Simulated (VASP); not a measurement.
# Pb (Im-3m) in VASP: a series of runs

Runs on Pb. Level: PBEsol. Tasks: relaxation of cell and atoms.

Everything below comes from runs of VASP 6.6.1. Logs are shortened: lines on timing, memory, paths and dates and some standing lists are left out, and cuts for length are marked.

**1. The cell of the first run**

Symmetry: Im-3m, No. 229, cubic system. Conventional cell: a = 3.959 Å, b = 3.959 Å, c = 3.959 Å, α = 90.00°, β = 90.00°, γ = 90.00°. Pb (site symmetry m-3m) has 14 Pb at 3.43 to 3.96 Å within 4.5 Å.

This isn't the form of Pb at room conditions, which is fcc.

**2. Relaxation of cell and atoms, PBEsol, target pressure 5 GPa, at which the enthalpy is minimised**

INCAR reads:

```
SYSTEM = Pb
PREC     = Accurate       ! precision mode
ENCUT    = 600            ! plane-wave cutoff, eV
EDIFF    = 1E-6           ! SCF threshold, eV
ISMEAR   = -1             ! smearing method
SIGMA    = 0.05           ! smearing width, eV
LREAL    = .False.        ! projectors in reciprocal space
LASPH    = .True.         ! aspherical terms in the spheres
NELM     = 100            ! most SCF steps
ALGO     = Normal         ! electronic algorithm
ISIF     = 3              ! what is computed and relaxed
LWAVE    = .False.        ! write WAVECAR
LCHARG   = .False.        ! write CHGCAR
GGA      = PS             ! functional
IBRION   = 2              ! ionic algorithm
NSW      = 60             ! ionic steps
EDIFFG   = -0.01          ! ionic threshold
PSTRESS  = 50.0
```

KPOINTS reads:

```
Automatic mesh
0
Gamma
  9 9 9
  0 0 0
```

POSCAR reads:

```
Pb
1.0
   -1.9796595667      1.9796595667      1.9796595667
    1.9796595667     -1.9796595667      1.9796595667
    1.9796595667      1.9796595667     -1.9796595667
Pb
1
Direct
    0.0000000000      0.0000000000      0.0000000000
```

Potentials or basis: VASP PAW PBE potentials, release 64 (Pb_d).

Started as:

```bash
> cat potpaw_PBE.64/Pb_d/POTCAR > POTCAR
> mpirun -np 1 vasp_std > vasp.out
```

OUTCAR:

```text
SYSTEM = Pb
   PREC = Accurate
   ENCUT = 600
   EDIFF = 1E-6
   ISMEAR = -1
   LREAL = .False.
   LASPH = .True.
   NELM = 100
   ISIF = 3
   GGA = PS
   IBRION = 2
   NSW = 60
   EDIFFG = -0.01
   PSTRESS = 50.0

 ion  position               nearest neighbor table
   1  0.000  0.000  0.000-

  LATTYP: Found a body centered cubic cell.
 ALAT       =     3.9593191334

  Lattice vectors:

 A1 = (  -1.9796595667,   1.9796595667,   1.9796595667)
 A2 = (   1.9796595667,  -1.9796595667,   1.9796595667)
 A3 = (   1.9796595667,   1.9796595667,  -1.9796595667)

Analysis of symmetry for initial positions (statically):
=====================================================================
 Subroutine PRICEL returns:
 Original cell was already a primitive cell.

 Routine SETGRP: Setting up the symmetry group for a
 body centered cubic supercell.

 Subroutine GETGRP returns: Found 48 space group operations
 (whereof 48 operations were pure point group operations)
 out of a pool of 48 trial point group operations.

The static configuration has the point symmetry O_h .

Analysis of symmetry for dynamics (positions and initial velocities):
=====================================================================
 Subroutine PRICEL returns:
 Original cell was already a primitive cell.

 Routine SETGRP: Setting up the symmetry group for a
 body centered cubic supercell.

 Subroutine GETGRP returns: Found 48 space group operations
 (whereof 48 operations were pure point group operations)
 out of a pool of 48 trial point group operations.

The dynamic configuration has the point symmetry O_h .

 Subroutine INISYM returns: Found 48 space group operations
 (whereof 48 operations are pure point group operations),
 and found     1 'primitive' translations

----------------------------------------------------------------------------------------

                                     Primitive cell

  volume of cell :      31.0336

  direct lattice vectors                    reciprocal lattice vectors
    -1.979659567  1.979659567  1.979659567     0.000000000  0.252568678  0.252568678
     1.979659567 -1.979659567  1.979659567     0.252568678  0.000000000  0.252568678
     1.979659567  1.979659567 -1.979659567     0.252568678  0.252568678  0.000000000

  length of vectors
     3.428870951  3.428870951  3.428870951     0.357186050  0.357186050  0.357186050

  position of ions in fractional coordinates (direct lattice)
     0.000000000  0.000000000  0.000000000

  ion indices of the primitive-cell ions
   primitive index   ion index
                 1           1

----------------------------------------------------------------------------------------

 KPOINTS: Automatic mesh

Automatic generation of k-mesh.
 Grid dimensions read from file:
 generate k-points for:    9    9    9

 Generating k-lattice:

  Cartesian coordinates                     Fractional coordinates (reciprocal lattice)
     0.000000000  0.028063186  0.028063186     0.111111111  0.000000000  0.000000000
     0.028063186  0.000000000  0.028063186     0.000000000  0.111111111  0.000000000
     0.028063186  0.028063186  0.000000000     0.000000000  0.000000000  0.111111111

  Length of vectors
     0.039687339  0.039687339  0.039687339

  Shift w.r.t. Gamma in fractional coordinates (k-lattice)
     0.000000000  0.000000000  0.000000000

 Subroutine IBZKPT returns following result:
 ===========================================

 Found     35 irreducible k-points:

 Following reciprocal coordinates:
            Coordinates               Weight
  0.000000  0.000000  0.000000      1.000000
  0.111111  0.000000  0.000000     12.000000
  0.222222  0.000000  0.000000     12.000000
  0.333333  0.000000  0.000000     12.000000
  0.444444  0.000000  0.000000     12.000000
  0.111111  0.111111  0.000000     24.000000
[... 16 lines left out ...]
 -0.333333  0.444444  0.111111     48.000000
 -0.444444 -0.444444  0.111111     24.000000
 [... further k-points ...]
   k-points           NKPTS =     35   k-points in BZ     NKDIM =     35   number of bands    NBANDS=     11
   number of dos      NEDOS =    301   number of ions     NIONS =      1
   total plane-waves  NPLWV =  21952
   dimension x,y,z NGX =    28 NGY =   28 NGZ =   28
   dimension x,y,z NGXF=    56 NGYF=   56 NGZF=   56
   ions per type =               1
   NGX,Y,Z   is equivalent  to a cutoff of  13.58, 13.58, 13.58 a.u.
   NGXF,Y,Z  is equivalent  to a cutoff of  27.15, 27.15, 27.15 a.u.
 SYSTEM =  Pb
   PREC   = accura    normal or accurate (medium, high low for compatibility)
   ISTART =      0    job   : 0-new  1-cont  2-samecut
   ICHARG =      2    charge: 1-file 2-atom 10-const
   ISPIN  =      1    spin polarized calculation?
   LNONCOLLINEAR =      F non collinear calculations
   LSORBIT =      F    spin-orbit coupling
   LASPH  =      T    aspherical Exc in radial PAW
   ENCUT  =  600.0 eV  44.10 Ry    6.64 a.u.   6.85  6.85  6.85*2*pi/ulx,y,z
   NELM   =    100;   NELMIN=  2; NELMDL= -5     # of ELM steps
   EDIFF  = 0.1E-05   stopping-criterion for ELM
   LREAL  =      F    real-space projection
   EDIFFG = -.1E-01   stopping-criterion for IOM
   NSW    =     60    number of steps for IOM
   IBRION =      2    ionic relax: 0-MD 1-quasi-New 2-CG
   NFREE  =      1    steps in history (QN), initial steepest desc. (CG)
   ISIF   =      3    stress and relaxation
   ISYM   =      2    0-nonsym 1-usesym 2-fastsym
   POTIM  = 0.5000    time-step for ionic-motion
   TEBEG  =    0.0;   TEEND  =   0.0 temperature during run
   PSTRESS=   50.0 pullay stress
   NELECT =      14.0000    total number of electrons
   NUPDOWN=      -1.0000    fix difference up-down
   EMIN   =  10.00;   EMAX   =-10.00  energy-range for DOS
   EFERMI =   0.00;   METHOD = LEGACY
   ISMEAR =    -1;   SIGMA  =   0.05  broadening in eV -4-tet -1-fermi 0-gaus
   EFERMI_NEDOS =   21; number of points for ismear=-14 and -15
   IALGO  =     38    algorithm
   IMIX   =      4    mixing-type and parameters
     AMIX     =   0.40;   BMIX     =  1.00
     AMIX_MAG =   1.60;   BMIX_MAG =  1.00
  volume/ion in A,a.u.               =      31.03       209.42
  Fermi-wavevector in a.u.,A,eV,Ry     =   1.255568  2.372680 21.448927  1.576452
  Thomas-Fermi vector in A             =   2.389319
   LORBIT       =      0    0 simple, 1 ext, 2 COOP (PROOUT), +10 PAW based schemes
   GGA     = PS    functional components
   LHFCALC =     F    Hartree Fock is set to
   AEXX    =    0.0000 exact exchange contribution
   IVDW    =     0    specifies the selected vdW correction
   LEPSILON=     F    determine dielectric tensor
   LRPA    =     F    only Hartree local field effects (RPA)
 conjugate gradient relaxation of ions
 non-spin polarized calculation
  energy-cutoff  :      600.00
  volume of cell :       31.03
 maximum number of plane-waves:      1055
   NGX = 13   NGY = 13   NGZ = 13

--------------------------------------- Ionic step        1  -------------------------------------------

 number of electron      14.0000002 magnetization

 Free energy of the ion-electron system (eV)
  ---------------------------------------------------
  ext. energy  EPLUGINS =         0.00000000
  ---------------------------------------------------
  free energy    TOTEN  =        -3.93962541 eV

  energy without entropy =       -3.93410988  energy(sigma->0) =       -3.93686765

------------------------ aborting loop because EDIFF is reached ----------------------------------------

  FORCE on cell =-STRESS in cart. coord.  units (eV):
  Direction    XX          YY          ZZ          XY          YZ          ZX
  --------------------------------------------------------------------------------------
  -------------------------------------------------------------------------------------
  Total       -0.3821624     -0.3821624     -0.3821624      0.0000000     -0.0000000      0.0000000
  in kB      -19.7299988    -19.7299988    -19.7299988      0.0000000     -0.0000000      0.0000000
  external PRESSURE =     -69.7299988 kB  Pullay stress =      50.0000000 kB

 VOLUME and BASIS-vectors are now :
 -----------------------------------------------------------------------------
  energy-cutoff  :      600.00
  volume of cell :       31.03
      direct lattice vectors                 reciprocal lattice vectors
    -1.979659567  1.979659567  1.979659567     0.000000000  0.252568678  0.252568678
     1.979659567 -1.979659567  1.979659567     0.252568678  0.000000000  0.252568678
     1.979659567  1.979659567 -1.979659567     0.252568678  0.252568678  0.000000000
[... 155 lines left out ...]
  FREE ENERGIE OF THE ION-ELECTRON SYSTEM (eV)
  ---------------------------------------------------
  free  energy   TOTEN  =        -3.9142507668 eV

  energy  without entropy=       -3.9104585065  energy(sigma->0) =       -3.91235464

  enthalpy is  TOTEN    =        -3.0636100922 eV   P V=        0.8506406746

--------------------------------------- Ionic step        6  -------------------------------------------

 number of electron      14.0000002 magnetization

 Free energy of the ion-electron system (eV)
  ---------------------------------------------------
  ext. energy  EPLUGINS =         0.00000000
  ---------------------------------------------------
  free energy    TOTEN  =        -3.91352735 eV

  energy without entropy =       -3.90974282  energy(sigma->0) =       -3.91163508

 E-fermi :   8.4007     XC(G=0): -10.8748

 val. band max:        8.2162511918   @ k =   0.3333   0.2222   0.0000
 cond. band min:       8.4586046753   @ k =   0.2222   0.2222   0.1111
 fundamental gap:      0.2423534835
 Fermi energy:         8.4007107903

 k-point     1 :       0.0000    0.0000    0.0000
  band No.  band energies     occupation
      1      -8.8070      2.00000
      2      -8.8070      2.00000
      3      -8.8070      2.00000
      4      -8.4808      2.00000
      5      -8.4808      2.00000
      6      -4.1903      2.00000
      7      17.0177      0.00000
      8      17.0177      0.00000
      9      17.0177      0.00000
     10      19.6182      0.00000
     11      19.6182      0.00000

 k-point     2 :       0.1111    0.0000    0.0000
  band No.  band energies     occupation
      1      -8.8214      2.00000
      2      -8.7925      2.00000
      3      -8.7483      2.00000
      4      -8.4962      2.00000
      5      -8.4818      2.00000
      6      -3.9091      2.00000
      7      14.5235      0.00000
      8      16.0885      0.00000
      9      16.5376      0.00000
     10      18.6023      0.00000
     11      19.2230      0.00000
[... 295 lines left out ...]
 k-point    24 :      -0.4444   -0.4444    0.1111
  band No.  band energies     occupation
      1      -8.8150      2.00000
      2      -8.7464      2.00000
      3      -8.5979      2.00000
      4      -8.5097      2.00000
      5      -8.3144      2.00000
      6       0.9620      2.00000
      7       4.6464      2.00000
      8       9.0799      0.00000
      9      13.4505      0.00000
     10      17.8339      0.00000
     11      19.3449      0.00000

 [... further k-points ...]
[... 5 lines left out ...]
  --------------------------------------------------------------------------------------
  -------------------------------------------------------------------------------------
  Total        0.8422904      0.8422904      0.8422904      0.0000000     -0.0000000     -0.0000000
  in kB       49.5515697     49.5515697     49.5515697      0.0000000     -0.0000000     -0.0000000
  external PRESSURE =      -0.4484303 kB  Pullay stress =      50.0000000 kB

 VOLUME and BASIS-vectors are now :
 -----------------------------------------------------------------------------
  energy-cutoff  :      600.00
  volume of cell :       27.23
      direct lattice vectors                 reciprocal lattice vectors
    -1.895330712  1.895330712  1.895330712     0.000000000  0.263806204  0.263806204
     1.895330712 -1.895330712  1.895330712     0.263806204  0.000000000  0.263806204
     1.895330712  1.895330712 -1.895330712     0.263806204  0.263806204  0.000000000

 POSITION                                       TOTAL-FORCE (eV/Angst)
 -----------------------------------------------------------------------------------
      0.00000      0.00000      0.00000        -0.000000      0.000000     -0.000000
 -----------------------------------------------------------------------------------
    total drift:                               -0.000000     -0.000000     -0.000000

  FREE ENERGIE OF THE ION-ELECTRON SYSTEM (eV)
  ---------------------------------------------------
  free  energy   TOTEN  =        -3.9135273515 eV

  energy  without entropy=       -3.9097428158  energy(sigma->0) =       -3.91163508

  enthalpy is  TOTEN    =        -3.0636144667 eV   P V=        0.8499128848

 reached required accuracy - stopping structural energy minimisation
```

Wall time 79 s (1 thread of Intel Xeon 8259CL, shared host); peak memory 0.17 GiB.

What came out:

```yaml
Free_energy: -3.9135 eV
Relaxed_volume: 27.23 Å³/atom
Relaxed_cell: a = 3.283 Å, b = 3.283 Å, c = 3.283 Å, α = 109.47°, β = 109.47°, γ = 109.47°
Space_group_after_relaxing_to_0.1_Å: Im-3m (No. 229)
Energy_change_on_relaxing_the_run_minimises_the_enthalpy: +26.1 meV/atom
Ionic_steps: 6
Pressure_after_relaxing: 5.0 GPa
Band_gap_on_the_k_mesh: zero (bands 7 and 8 overlap by 11.03 eV)
```

Step by step:
```tsv
step	energy change (eV)	largest force (eV/Å)	pressure (GPa)	volume (Å³)
1	0.0000	0.0000	-1.97	31.03
2	0.1184	0.0000	11.25	25.35
3	0.0251	0.0000	4.90	27.27
4	0.0273	0.0000	5.10	27.20
5	0.0254	0.0000	4.94	27.26
6	0.0261	0.0000	4.96	27.23
```

Final structure:
```yaml
crystal:
  lattice:
    - [-1.89533, 1.89533, 1.89533]
    - [1.89533, -1.89533, 1.89533]
    - [1.89533, 1.89533, -1.89533]
  atoms:
    - { symbol: Pb, position: [0.00000, 0.00000, 0.00000] }
```

Levels at points of the mesh, in eV from the Fermi level:
```tsv
k point	band 3	band 4	band 5	band 6	band 7	band 8	band 9	band 10	band 11
(0.00, 0.00, 0.00)	-17.21	-16.88	-16.88	-12.59	8.62	8.62	8.62	11.22	11.22
```

Caveat: the cell is relaxed towards a set pressure, so the run minimises the enthalpy, not the energy; the PAW data sets were made with another functional, which shifts forces and pressure a little; spin-orbit coupling is left out, which moves the levels of the heavy elements.

**3. Relaxation of cell and atoms, PBEsol, target pressure 10 GPa, at which the enthalpy is minimised**

INCAR reads:

```
PREC = Accurate
ENCUT = 600
EDIFF = 1E-6
ISMEAR = -1
SIGMA = 0.05
LREAL = False
LASPH = True
NELM = 60
ALGO = Fast
ISIF = 3
LWAVE = False
LCHARG = False
GGA = PS
IBRION = 2
NSW = 60
EDIFFG = -0.01
PSTRESS = 100.0
```

KPOINTS reads:

```
regular mesh
0
Gamma
  9 9 9
```

POSCAR is that of step 2.

Potentials or basis: VASP PAW PBE potentials, release 64 (Pb_d).

Started as:

```bash
> cat potpaw_PBE.64/Pb_d/POTCAR > POTCAR
> mpirun -np 1 vasp_std > vasp.out
```

Wall time 3 min (1 thread of Intel Xeon 8259CL, shared host); peak memory 0.17 GiB.

The run converged. Its results:

* Free energy: -3.8408 eV
* Relaxed volume: 25.65 Å³/atom
* Relaxed cell: a = 3.218 Å, b = 3.218 Å, c = 3.218 Å, α = 109.47°, β = 109.47°, γ = 109.47°
* Space group after relaxing (to 0.1 Å): Im-3m (No. 229)
* Energy change on relaxing (the run minimises the enthalpy): +98.8 meV/atom
* Ionic steps: 9
* Pressure after relaxing: 10.0 GPa
* Band gap on the k mesh: zero (bands 7 and 8 overlap by 11.82 eV)

Step by step:
```tsv
step	energy change (eV)	largest force (eV/Å)	pressure (GPa)	volume (Å³)
1	0.0000	0.0000	-1.89	31.03
2	0.5688	0.0000	32.01	21.80
3	0.0904	0.0000	9.38	25.79
4	0.0987	0.0000	9.92	25.65
5	0.1051	0.0000	10.17	25.55
6	0.0992	0.0000	10.12	25.64
7	0.0871	0.0000	9.42	25.85
8	0.0972	0.0000	9.57	25.68
9	0.0988	0.0000	9.98	25.65
```

Final structure:
```cif
data_structure
_symmetry_space_group_name_H-M 'P 1'
_symmetry_Int_Tables_number 1
_cell_length_a 3.2179
_cell_length_b 3.2179
_cell_length_c 3.2179
_cell_angle_alpha 109.471
_cell_angle_beta 109.471
_cell_angle_gamma 109.471
_cell_volume 25.65
loop_
_atom_site_label
_atom_site_type_symbol
_atom_site_fract_x
_atom_site_fract_y
_atom_site_fract_z
_atom_site_occupancy
Pb1 Pb 0.00000 0.00000 0.00000 1
```

Levels at points of the mesh, in eV from the Fermi level:
| k point | band 3 | band 4 | band 5 | band 6 | band 7 | band 8 | band 9 | band 10 | band 11 |
| --- | --- | --- | --- | --- | --- | --- | --- | --- | --- |
| (0.00, 0.00, 0.00) | -17.27 | -16.89 | -16.89 | -13.05 | 9.26 | 9.26 | 9.26 | 11.30 | 11.30 |

Caveat: the cell is relaxed towards a set pressure, so the run minimises the enthalpy, not the energy; the volume moved by over 15 % at a fixed basis, so the end points are rough; the PAW data sets were made with another functional, which shifts forces and pressure a little; spin-orbit coupling is left out, which moves the levels of the heavy elements.

[end of part 1 of 2]
